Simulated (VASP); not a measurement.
Crystal: Y.

```
Y
1.0
     4.42105   -2.47590    0.00000
     4.42105    2.47590    0.00000
    -0.13621    0.00000    4.13208
Y
3
Direct
  0.67600 0.67600 0.67500
  0.32400 0.32400 0.32500
  0.00000 0.00000 0.00000
```

```yaml
Program: VASP 6.6.1
Task: relaxation of cell and atoms
Functional: PBE
Potentials_or_basis: VASP PAW PBE potentials, release 64 (Y_sv)
Cutoff: 600 eV
k_mesh: 4 × 4 × 4
Occupations: gaussian, width 0.1 eV
Spin: no spin polarisation
```

At the start: pressure 4.5 GPa; volume 30.15 Å³/atom.

Question: Where does the relaxation end?

Answer: Over 20 steps the energy falls by 415.4 meV/atom and the volume is 32.35 Å³/atom (+7.3 %); space group I4/mmm (No. 139, to 0.05 Å).

The path:
| step | energy change (eV) | largest force (eV/Å) | pressure (GPa) | volume (Å³) |
| --- | --- | --- | --- | --- |
| 1 | 0.0000 | 0.4309 | 4.48 | 90.46 |
| 2 | -0.6666 | 0.2930 | -0.96 | 101.43 |
| 3 | -0.7776 | 0.2056 | -3.44 | 108.62 |
| 4 | -1.0094 | 0.1342 | -1.08 | 100.54 |
| 5 | -1.0159 | 0.1203 | -0.67 | 99.31 |
| 6 | -1.0164 | 0.1150 | -0.51 | 98.84 |
| 7 | -1.0643 | 0.0930 | 0.21 | 96.76 |
| 8 | -1.1142 | 0.0567 | 2.28 | 92.05 |
| 9 | -1.1320 | 0.0566 | 2.19 | 92.23 |
| 10 | -1.1675 | 0.0725 | 1.97 | 92.67 |
| 11 | -1.1642 | 0.1227 | 1.81 | 93.13 |
| 12 | -1.1770 | 0.0989 | 1.84 | 92.99 |
| 13 | -1.2128 | 0.0942 | 1.00 | 94.75 |
| 14 | -1.2395 | 0.0831 | -0.42 | 98.08 |
| 15 | -1.2395 | 0.0827 | -0.48 | 98.21 |
| 16 | -1.2430 | 0.0767 | -0.26 | 97.68 |
| 17 | -1.2447 | 0.0651 | 0.16 | 96.68 |
| 18 | -1.2449 | 0.0680 | 0.06 | 96.92 |
| 19 | -1.2454 | 0.0602 | 0.04 | 96.95 |
| 20 | -1.2463 | 0.0358 | 0.00 | 97.05 |

Final structure:
```cif
data_structure
_symmetry_space_group_name_H-M 'P 1'
_symmetry_Int_Tables_number 1
_cell_length_a 6.1767
_cell_length_b 6.1767
_cell_length_c 3.5477
_cell_angle_alpha 106.749
_cell_angle_beta 106.749
_cell_angle_gamma 49.111
_cell_volume 97.05
loop_
_atom_site_label
_atom_site_type_symbol
_atom_site_fract_x
_atom_site_fract_y
_atom_site_fract_z
_atom_site_occupancy
Y1 Y 0.66611 0.66611 0.66827 1
Y2 Y 0.33389 0.33389 0.33173 1
Y3 Y 0.00000 0.00000 0.00000 1
```

Caveat: the k points lie up to 0.47 Å⁻¹ apart in the final cell.
